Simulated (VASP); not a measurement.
Input of a VASP 6.6.1 run:

Contents of POSCAR:

```
Sn8O16F
1.0
    4.8274600300      4.8274600300      0.0000000000
   -4.8274600300      4.8274600300      0.0000000000
    0.0000000000      0.0000000000      6.4759066800
Sn O F
8 16 1
Direct
    0.0024824700      0.5083800800      0.2482828500
    0.5075679300     -0.0131942900      0.2483038800
    0.0210564400      0.0142614500     -0.0000541400
    0.4892258700      0.4877281300      0.0000526400
    0.0020552500      0.5077043000      0.7527446000
    0.5073296500     -0.0128482800      0.7531613800
   -0.0012617600      0.0055415500      0.5002071500
    0.5096456900      0.4887217200      0.5002503300
   -0.0008434500      0.8174392000      0.2527710800
    0.5177054000      0.2958232000      0.2535888400
   -0.0203819100      0.2009285400      0.2591443600
    0.5117868400      0.6788821000      0.2545017900
    0.3252679300     -0.0777094900      0.0012790400
    0.8056423800      0.5002310800      0.0005768800
    0.1880692000      0.5733216800      0.0005276000
    0.7044204200     -0.0039064500      0.0006374400
   -0.0007291700      0.8169334500      0.7477709800
    0.5186442500      0.2960718400      0.7465613400
   -0.0255167700      0.2005901500      0.7403915700
    0.5120974700      0.6789698100      0.7461395500
    0.3090272400     -0.0002527600      0.5009366100
    0.8145565200      0.5136460000      0.5002119900
    0.1997996400      0.4967371700      0.5006906200
    0.6924674600     -0.0155594800      0.5002800500
    0.2374234000      0.2446653100     -0.0047082300
```

Contents of INCAR.step1:

```
PREC = Accurate ; ENCUT = 580
ISMEAR = -1 ; SIGMA = 0.01
LREAL = Auto ; LASPH = True
NELM = 120 ; NELECT = 216.0
NBANDS = 126 ; GGA = PE
ALGO = Normal ; EDIFF = 1E-5
LWAVE = True ; LCHARG = False
GGA_COMPAT = False ; ISYM = -1
```

File INCAR.step2:

```
PREC = Accurate ; ENCUT = 580
EDIFF = 1E-6 ; ISMEAR = -1
SIGMA = 0.01 ; LREAL = Auto
LASPH = True ; NELM = 120
ALGO = Normal ; ISIF = 2
LWAVE = False ; LCHARG = False
METAGGA = R2SCAN ; LMIXTAU = True
NELECT = 216.0 ; NBANDS = 126
ISTART = 1 ; GGA_COMPAT = False
ISYM = -1
```

KPOINTS

```
explicit points
1
Reciprocal
  0.25000000   0.25000000   0.25000000 1
```

Potentials or basis: VASP PAW PBE potentials, release 64 (Sn_d, O, F).

Command:

```sh
$ cat potpaw_PBE.64/Sn_d/POTCAR potpaw_PBE.64/O/POTCAR potpaw_PBE.64/F/POTCAR > POTCAR
$ cp INCAR.step1 INCAR
$ mpirun -np 1 vasp_std > vasp.out
$ cp INCAR.step2 INCAR
$ mpirun -np 1 vasp_std > vasp.out
```

Problem. What does it give for the largest force?

Solution. 0.312 eV/Å.

Forces in eV/Å, atoms in the order of the input:
```
Sn  -0.125  0.012 -0.044
Sn   0.102 -0.047 -0.051
Sn   0.021 -0.052 -0.001
Sn  -0.066  0.056  0.002
Sn  -0.100  0.021  0.040
Sn   0.119 -0.026  0.053
Sn  -0.036 -0.050  0.003
Sn  -0.026  0.072  0.001
O    0.007  0.021  0.031
O   -0.082 -0.046 -0.009
O    0.089  0.054  0.000
O    0.003 -0.030  0.029
O   -0.199  0.217  0.011
O    0.035  0.022  0.013
O    0.236 -0.204 -0.009
O   -0.031 -0.015 -0.006
O    0.002  0.028 -0.028
O   -0.067 -0.019 -0.001
O    0.108  0.081  0.003
O   -0.012 -0.034 -0.022
O   -0.013 -0.012  0.000
O    0.083  0.006 -0.006
O   -0.002  0.003  0.005
O   -0.070 -0.012 -0.004
F    0.023 -0.045 -0.010
```

Caveat: the cell carries a net charge on a neutralising background, which shifts energy and pressure; the PAW data sets were made with another functional, which shifts forces and pressure a little.
